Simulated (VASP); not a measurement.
# GaP2 in VASP: notebook

GaP2 is run at these levels: PBE; tasks: single point, relaxation of cell and atoms.

All numbers are computed with VASP 6.6.1; they aren't measurements. Logs are shortened: lines on timing, memory, paths and dates and some standing lists are left out, and cuts for length are marked.

## (1) The cell of the first run

The typed cell holds 3 atoms: a = 2.557 Å, b = 2.557 Å, c = 7.760 Å, α = 90.00°, β = 90.00°, γ = 90.03°.

## (2) Single point, PBE

Input file INCAR:

```
PREC = Accurate
ENCUT = 520
EDIFF = 1E-6
ISMEAR = 0
SIGMA = 0.1
LREAL = F
LASPH = T
NELM = 80
ALGO = Normal
ISIF = 2
LWAVE = F
LCHARG = F
GGA = PE
NBANDS = 18
```

Input file KPOINTS:

```
regular mesh
0
Gamma
  18 18 6
```

Input file POSCAR:

```
GaP2
1.0
    1.8077698589     -1.8086605589      0.0000000000
    1.8077698589      1.8086605589      0.0000000000
    0.0000000000      0.0000000000      7.7596353753
Ga P
1 2
Direct
    0.5000000000      0.5000000000      0.5000000000
    0.5000000000      0.5000000000      0.8528664583
    0.5000000000      0.5000000000      0.1471335417
```

Potentials or basis: VASP PAW PBE potentials, release 64 (Ga_d, P).

Started as:

```
> cat potpaw_PBE.64/Ga_d/POTCAR potpaw_PBE.64/P/POTCAR > POTCAR
> mpirun -np 1 vasp_std > vasp.out
```

OUTCAR:

```text
PREC = Accurate
   ENCUT = 520
   EDIFF = 1E-6
   ISMEAR = 0
   LREAL = F
   LASPH = T
   NELM = 80
   ISIF = 2
   GGA = PE

 ion  position               nearest neighbor table
   1  0.500  0.500  0.500-   2 2.74   3 2.74
   2  0.500  0.500  0.853-   3 2.28   1 2.74
   3  0.500  0.500  0.147-   2 2.28   1 2.74

  LATTYP: Found a base centered orthorhombic cell.
 ALAT       =     3.6155397178
 B/A-ratio  =     1.0004927065
 C/A-ratio  =     2.1461900521

  Lattice vectors:

 A1 = (   1.8077698589,  -1.8086605589,   0.0000000000)
 A2 = (   1.8077698589,   1.8086605589,   0.0000000000)
 A3 = (   0.0000000000,   0.0000000000,   7.7596353753)

Analysis of symmetry for initial positions (statically):
=====================================================================
 Subroutine PRICEL returns:
 Original cell was already a primitive cell.

 Routine SETGRP: Setting up the symmetry group for a
 base centered orthorhombic supercell.

 Subroutine GETGRP returns: Found  8 space group operations
 (whereof  8 operations were pure point group operations)
 out of a pool of  8 trial point group operations.

The static configuration has the point symmetry D_2h.

Analysis of symmetry for dynamics (positions and initial velocities):
=====================================================================
 Subroutine PRICEL returns:
 Original cell was already a primitive cell.

 Routine SETGRP: Setting up the symmetry group for a
 base centered orthorhombic supercell.

 Subroutine GETGRP returns: Found  8 space group operations
 (whereof  8 operations were pure point group operations)
 out of a pool of  8 trial point group operations.

The dynamic configuration has the point symmetry D_2h.

 Subroutine INISYM returns: Found  8 space group operations
 (whereof  8 operations are pure point group operations),
 and found     1 'primitive' translations

----------------------------------------------------------------------------------------

                                     Primitive cell

  volume of cell :      50.7425

  direct lattice vectors                    reciprocal lattice vectors
     1.807769859 -1.808660559  0.000000000     0.276583879 -0.276447671  0.000000000
     1.807769859  1.808660559  0.000000000     0.276583879  0.276447671  0.000000000
     0.000000000  0.000000000  7.759635375     0.000000000  0.000000000  0.128872035

  length of vectors
     2.557202550  2.557202550  7.759635375     0.391052371  0.391052371  0.128872035

  position of ions in fractional coordinates (direct lattice)
     0.500000000  0.500000000  0.500000000
     0.500000000  0.500000000  0.852866458
     0.500000000  0.500000000  0.147133542

  ion indices of the primitive-cell ions
   primitive index   ion index
                 1           1
                 2           2
                 3           3

----------------------------------------------------------------------------------------

 KPOINTS: regular mesh

Automatic generation of k-mesh.
 Grid dimensions read from file:
 generate k-points for:   18   18    6

 Generating k-lattice:

  Cartesian coordinates                     Fractional coordinates (reciprocal lattice)
     0.015365771 -0.015358204  0.000000000     0.055555556 -0.000000000  0.000000000
     0.015365771  0.015358204  0.000000000    -0.000000000  0.055555556  0.000000000
     0.000000000  0.000000000  0.021478672     0.000000000  0.000000000  0.166666667

  Length of vectors
     0.021725132  0.021725132  0.021478672

  Shift w.r.t. Gamma in fractional coordinates (k-lattice)
     0.000000000  0.000000000  0.000000000

 Subroutine IBZKPT returns following result:
 ===========================================

 Found    364 irreducible k-points:

 Following reciprocal coordinates:
            Coordinates               Weight
  0.000000  0.000000  0.000000      1.000000
  0.055556 -0.000000  0.000000      4.000000
  0.111111 -0.000000  0.000000      4.000000
  0.166667  0.000000  0.000000      4.000000
  0.222222 -0.000000  0.000000      4.000000
  0.277778  0.000000  0.000000      4.000000
[... 16 lines left out ...]
 -0.277778  0.055556  0.000000      4.000000
 -0.222222  0.055556  0.000000      4.000000
 [... further k-points ...]
   k-points           NKPTS =    364   k-points in BZ     NKDIM =    364   number of bands    NBANDS=     18
   number of dos      NEDOS =    301   number of ions     NIONS =      3
   total plane-waves  NPLWV =  24000
   dimension x,y,z NGX =    20 NGY =   20 NGZ =   60
   dimension x,y,z NGXF=    40 NGYF=   40 NGZF=  120
   ions per type =               1   2
   NGX,Y,Z   is equivalent  to a cutoff of  13.00, 13.00, 12.85 a.u.
   NGXF,Y,Z  is equivalent  to a cutoff of  26.00, 26.00, 25.71 a.u.
 SYSTEM =  unknown system
   PREC   = accura    normal or accurate (medium, high low for compatibility)
   ISTART =      0    job   : 0-new  1-cont  2-samecut
   ICHARG =      2    charge: 1-file 2-atom 10-const
   ISPIN  =      1    spin polarized calculation?
   LNONCOLLINEAR =      F non collinear calculations
   LSORBIT =      F    spin-orbit coupling
   LASPH  =      T    aspherical Exc in radial PAW
   ENCUT  =  520.0 eV  38.22 Ry    6.18 a.u.   4.75  4.75 14.43*2*pi/ulx,y,z
   NELM   =     80;   NELMIN=  2; NELMDL= -5     # of ELM steps
   EDIFF  = 0.1E-05   stopping-criterion for ELM
   LREAL  =      F    real-space projection
   EDIFFG = 0.1E-04   stopping-criterion for IOM
   NSW    =      0    number of steps for IOM
   IBRION =     -1    ionic relax: 0-MD 1-quasi-New 2-CG
   NFREE  =      0    steps in history (QN), initial steepest desc. (CG)
   ISIF   =      2    stress and relaxation
   ISYM   =      2    0-nonsym 1-usesym 2-fastsym
   POTIM  = 0.5000    time-step for ionic-motion
   TEBEG  =    0.0;   TEEND  =   0.0 temperature during run
   PSTRESS=    0.0 pullay stress
   NELECT =      23.0000    total number of electrons
   NUPDOWN=      -1.0000    fix difference up-down
   EMIN   =  10.00;   EMAX   =-10.00  energy-range for DOS
   EFERMI =   0.00;   METHOD = LEGACY
   ISMEAR =     0;   SIGMA  =   0.10  broadening in eV -4-tet -1-fermi 0-gaus
   EFERMI_NEDOS =   21; number of points for ismear=-14 and -15
   IALGO  =     38    algorithm
   IMIX   =      4    mixing-type and parameters
     AMIX     =   0.40;   BMIX     =  1.00
     AMIX_MAG =   1.60;   BMIX_MAG =  1.00
  volume/ion in A,a.u.               =      16.91       114.14
  Fermi-wavevector in a.u.,A,eV,Ry     =   1.257555  2.376434 21.516855  1.581444
  Thomas-Fermi vector in A             =   2.391208
   LORBIT       =      0    0 simple, 1 ext, 2 COOP (PROOUT), +10 PAW based schemes
   GGA     = PE    functional components
   LHFCALC =     F    Hartree Fock is set to
   AEXX    =    0.0000 exact exchange contribution
   IVDW    =     0    specifies the selected vdW correction
   LEPSILON=     F    determine dielectric tensor
   LRPA    =     F    only Hartree local field effects (RPA)
 non-spin polarized calculation
 Gauss-broadening in eV      SIGMA  =   0.10
  energy-cutoff  :      520.00
  volume of cell :       50.74
 maximum number of plane-waves:      1386
   NGX =  9   NGY =  9   NGZ = 29

 number of electron      23.0000000 magnetization

 Free energy of the ion-electron system (eV)
  ---------------------------------------------------
  ext. energy  EPLUGINS =         0.00000000
  ---------------------------------------------------
  free energy    TOTEN  =       -13.18574883 eV

  energy without entropy =      -13.17847618  energy(sigma->0) =      -13.18211251

 E-fermi :   7.2110     XC(G=0): -10.8819

 val. band max:        7.2097875325   @ k =  -0.3333   0.1667   0.0000
 cond. band min:       7.2112620757   @ k =   0.3333   0.1667   0.0000
 fundamental gap:      0.0014745432
 Fermi energy:         7.2110481843

 k-point     1 :       0.0000    0.0000    0.0000
  band No.  band energies     occupation
      1      -8.1337      2.00000
      2      -8.1293      2.00000
      3      -7.8273      2.00000
      4      -7.4965      2.00000
      5      -7.4963      2.00000
      6      -7.3741      2.00000
[... 10 lines left out ...]
     17      15.0669      0.00000
     18      16.0645      0.00000

 k-point     2 :       0.0556   -0.0000    0.0000
  band No.  band energies     occupation
      1      -8.1223      2.00000
      2      -8.0871      2.00000
      3      -7.7980      2.00000
      4      -7.5066      2.00000
      5      -7.4956      2.00000
      6      -7.3806      2.00000
[... 10 lines left out ...]
     17      15.5484      0.00000
     18      16.7607      0.00000

 k-point     3 :       0.1111   -0.0000    0.0000
  band No.  band energies     occupation
      1      -8.0934      2.00000
      2      -7.9880      2.00000
      3      -7.6813      2.00000
      4      -7.5357      2.00000
      5      -7.4934      2.00000
      6      -7.3991      2.00000
[... 10 lines left out ...]
     17      15.7313      0.00000
     18      16.9320      0.00000

 k-point     4 :       0.1667    0.0000    0.0000
  band No.  band energies     occupation
      1      -8.0591      2.00000
      2      -7.8860      2.00000
      3      -7.5789      2.00000
      4      -7.4900      2.00000
      5      -7.4274      2.00000
      6      -7.4218      2.00000
[... 10 lines left out ...]
     17      15.1961      0.00000
     18      18.0352      0.00000

 k-point     5 :       0.2222   -0.0000    0.0000
  band No.  band energies     occupation
      1      -8.0286      2.00000
      2      -7.7890      2.00000
      3      -7.6304      2.00000
      4      -7.4859      2.00000
      5      -7.4619      2.00000
      6      -7.0201      2.00000
[... 10 lines left out ...]
     17      15.3352      0.00000
     18      17.0291      0.00000

 k-point     6 :       0.2778    0.0000    0.0000
  band No.  band energies     occupation
      1      -8.0045      2.00000
      2      -7.6930      2.00000
      3      -7.6835      2.00000
      4      -7.4984      2.00000
      5      -7.4815      2.00000
      6      -6.5020      2.00000
[... 10 lines left out ...]
     17      14.7492      0.00000
     18      16.4426      0.00000

 k-point     7 :       0.3333    0.0000    0.0000
  band No.  band energies     occupation
      1      -7.9859      2.00000
      2      -7.7320      2.00000
      3      -7.6052      2.00000
      4      -7.5324      2.00000
      5      -7.4773      2.00000
      6      -5.8960      2.00000
[... 10 lines left out ...]
     17      14.8771      0.00000
     18      15.9331      0.00000

 k-point     8 :       0.3889    0.0000    0.0000
  band No.  band energies     occupation
      1      -7.9726      2.00000
      2      -7.7708      2.00000
      3      -7.5600      2.00000
      4      -7.5349      2.00000
      5      -7.4739      2.00000
      6      -5.2521      2.00000
[... 10 lines left out ...]
     17      15.2370      0.00000
     18      15.8689      0.00000
[... 229 lines left out ...]
     17      15.0682      0.00000
     18      16.4008      0.00000

 k-point    20 :      -0.4444    0.0556    0.0000
  band No.  band energies     occupation
      1      -7.9450      2.00000
      2      -7.7939      2.00000
      3      -7.5901      2.00000
      4      -7.4866      2.00000
      5      -7.4803      2.00000
      6      -4.6253      2.00000
[... 10 lines left out ...]
     17      14.9691      0.00000
     18      16.2601      0.00000

 k-point    21 :      -0.3889    0.0556    0.0000
  band No.  band energies     occupation
      1      -7.9531      2.00000
      2      -7.7690      2.00000
      3      -7.5721      2.00000
      4      -7.5316      2.00000
      5      -7.4826      2.00000
      6      -5.1910      2.00000
[... 10 lines left out ...]
     17      14.7694      0.00000
     18      15.9440      0.00000

 k-point    22 :      -0.3333    0.0556    0.0000
  band No.  band energies     occupation
      1      -7.9665      2.00000
      2      -7.7304      2.00000
      3      -7.6030      2.00000
      4      -7.5429      2.00000
      5      -7.4862      2.00000
      6      -5.8351      2.00000
[... 10 lines left out ...]
     17      14.9224      0.00000
     18      16.0053      0.00000

 k-point    23 :      -0.2778    0.0556    0.0000
  band No.  band energies     occupation
      1      -7.9851      2.00000
      2      -7.6903      2.00000
      3      -7.6820      2.00000
      4      -7.5083      2.00000
      5      -7.4905      2.00000
      6      -6.4415      2.00000
[... 10 lines left out ...]
     17      14.9405      0.00000
     18      17.0133      0.00000

 k-point    24 :      -0.2222    0.0556    0.0000
  band No.  band energies     occupation
      1      -8.0098      2.00000
      2      -7.7847      2.00000
      3      -7.6292      2.00000
      4      -7.4951      2.00000
      5      -7.4711      2.00000
      6      -6.9604      2.00000
[... 10 lines left out ...]
     17      15.9117      0.00000
     18      17.1905      0.00000

 [... further k-points ...]

------------------------ aborting loop because EDIFF is reached ----------------------------------------

  FORCE on cell =-STRESS in cart. coord.  units (eV):
  Direction    XX          YY          ZZ          XY          YZ          ZX
  --------------------------------------------------------------------------------------
  -------------------------------------------------------------------------------------
  Total       -0.0156814     -0.0179898     -0.0540461      0.0000000      0.0000000      0.0000000
  in kB       -0.4951353     -0.5680229     -1.7064888      0.0000000      0.0000000      0.0000000
  external PRESSURE =      -0.9232156 kB  Pullay stress =       0.0000000 kB

 VOLUME and BASIS-vectors are now :
 -----------------------------------------------------------------------------
  energy-cutoff  :      520.00
  volume of cell :       50.74
      direct lattice vectors                 reciprocal lattice vectors
     1.807769859 -1.808660559  0.000000000     0.276583879 -0.276447671  0.000000000
     1.807769859  1.808660559  0.000000000     0.276583879  0.276447671  0.000000000
     0.000000000  0.000000000  7.759635375     0.000000000  0.000000000  0.128872035

 POSITION                                       TOTAL-FORCE (eV/Angst)
 -----------------------------------------------------------------------------------
      1.80777      0.00000      3.87982         0.000000      0.000000      0.000000
      1.80777      0.00000      6.61793        -0.000000      0.000000      0.033070
      1.80777      0.00000      1.14170         0.000000      0.000000     -0.033070
 -----------------------------------------------------------------------------------
    total drift:                                0.000000      0.000000      0.000000

  FREE ENERGIE OF THE ION-ELECTRON SYSTEM (eV)
  ---------------------------------------------------
  free  energy   TOTEN  =       -13.1857488315 eV

  energy  without entropy=      -13.1784761786  energy(sigma->0) =      -13.18211251
```

It took 92 s on 1 thread of Intel Xeon 6975P-C (Granite Rapids), shared host; peak memory 0.4 GiB.

What came out:

| Item | Value |
| --- | --- |
| Free energy | -13.1857 eV |
| Pressure | -0.1 GPa |
| Largest force | 0.033 eV/Å |
| Band gap on the k mesh | zero (an odd number of electrons rules out a gap without spin polarisation) |

Forces on the atoms (eV/Å):
```
Ga   0.000  0.000  0.000
P    0.000  0.000  0.033
P    0.000  0.000 -0.033
```

Levels at points of the mesh, in eV from the Fermi level:
```csv
k point,band 10,band 11,band 12,band 13,band 14,band 15
"(0.00, 0.00, 0.00)",-2.86,4.24,4.24,5.97,6.23,6.24
"(0.50, 0.00, 0.00)",-5.25,-3.26,-1.02,0.86,4.08,5.65
"(0.50, 0.50, 0.00)",-2.50,-2.49,-1.44,0.74,0.75,1.88
"(0.00, 0.00, 0.50)",1.28,1.37,4.26,4.26,6.17,6.17
"(0.50, 0.00, 0.50)",-3.83,-3.82,-2.70,2.40,4.53,5.02
"(0.50, 0.50, 0.50)",-2.67,-2.66,-0.96,1.13,1.14,1.95
```

(Part 1 of 2 ends here.)
